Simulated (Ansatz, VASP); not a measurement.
Ta2N: VASP beside Ansatz

```xyz
9
Lattice="5.1945 0.0000 0.0000 -2.5973 4.4986 0.0000 0.0000 0.0000 4.9483" Properties=species:S:1:pos:R:3 pbc="T T T"
Ta    1.7322    3.0002    3.7241
Ta   -0.8651    1.4984    3.7241
Ta    1.7301    0.0000    3.7241
Ta    0.8651    1.4984    1.2242
Ta   -1.7322    3.0002    1.2242
Ta    3.4644    0.0000    1.2242
N     2.5973    1.4995    2.4742
N     0.0000    2.9991    2.4742
N     0.0000    0.0000    0.0000
```

Alike in both runs: task single point; functional LDA; k mesh 9 × 9 × 8; occupations gaussian, width 0.15 eV; no spin polarisation.

```csv
,VASP,Ansatz
version,VASP 6.6.1,Ansatz 0.2.0
potentials or method,"VASP PAW LDA potentials, release 64 (Ta_pv, N), cutoff 520 eV","scalar-relativistic, plane waves, PAW"
valence electrons in the cell,81,93
```

VASP gave:

| Item | Value |
| --- | --- |
| gap on the k mesh at the Fermi level (eV) | none |
| pressure (GPa) | 1.5 |
| traceless stress, the component that is largest in VASP (GPa) | -3.51 |
| rms of the force components (eV/Å) | 0.030 |

Problem. Which values does Ansatz return?

Solution. gap on the k mesh at the Fermi level (eV): none; pressure (GPa): -0.1; traceless stress, the component that is largest in VASP (GPa): -3.54; rms of the force components (eV/Å): 0.023.

Ansatz warns that its potentials were made for another functional, while VASP's fit it. LDA's correlation is that of Perdew and Zunger in VASP and of Perdew and Wang (1992) in Ansatz. Atom by atom the forces differ by 0.008 eV/Å (rms over components). A gap of «none» marks a metal or a gap that the smearing closes. VASP's potentials hold 81 valence electrons a cell and Ansatz's 93, so a difference there can come from the potentials and not from the codes.

Neither program's run includes spin-orbit coupling.
